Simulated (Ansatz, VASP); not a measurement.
**Two plane-wave programs on Pt**

Contents of INCAR:

```
ALGO = Fast ; EDIFF = 1E-6
ENCUT = 520 ; GGA = CA
ISIF = 2 ; ISMEAR = 0
LASPH = True ; LCHARG = False
LREAL = False ; LWAVE = False
NBANDS = 11 ; NELM = 60
PREC = Accurate ; SIGMA = 0.15
```

The input KPOINTS:

```
k-points
0
Gamma
  22 22 22
```

File POSCAR:

```
Pt
1.0
   -1.5842200000      1.5842200000      1.6079833000
    1.5842200000     -1.5842200000      1.6079833000
    1.5842200000      1.5842200000     -1.6079833000
Pt
1
Direct
    0.0000000000      0.0000000000      0.0000000000
```

Input for Ansatz:

```yaml
crystal:
  lattice:
    - [-1.58422, 1.58422, 1.6079833]
    - [1.58422, -1.58422, 1.6079833]
    - [1.58422, 1.58422, -1.6079833]
  atoms:
    - { symbol: Pt, position: [0.0, 0.0, 0.0] }
basis:
  ecutwfc: 520.0
kpoints:
  mp_grid: { grid: [22, 22, 22] }
hamiltonian:
  xc: lda
scf:
  occupations: { method: gaussian, width: 0.15 }
output:
  forces: true
  stress: true
  eigenvalues: true
```

Change from the starting cell: strain +0.000 along x and y, +0.015 along z, atoms carried along.

Alike in both runs: task single point; functional LDA; k mesh 22 × 22 × 22; occupations gaussian, width 0.15 eV; no spin polarisation.

|  | VASP | Ansatz |
| --- | --- | --- |
| version | VASP 6.6.1 | Ansatz 0.2.0 |
| potentials or method | VASP PAW LDA potentials, release 64 (Pt), cutoff 520 eV | scalar-relativistic, plane waves, PAW |
| valence electrons in the cell | 10 | 18 |

Ansatz gave:

* gap on the k mesh at the Fermi level (eV): none
* pressure (GPa): -18.8
* traceless stress, the component that is largest in VASP (GPa): 0.92

Problem. Which values does VASP return?

Solution. gap on the k mesh at the Fermi level (eV): none; pressure (GPa): -18.3; traceless stress, the component that is largest in VASP (GPa): 0.91.

LDA's correlation is that of Perdew and Zunger in VASP and of Perdew and Wang (1992) in Ansatz. A gap of «none» marks a metal or a gap that the smearing closes. VASP's potentials hold 10 valence electrons a cell and Ansatz's 18, so a difference there can come from the potentials and not from the codes.

Spin-orbit coupling is off throughout.
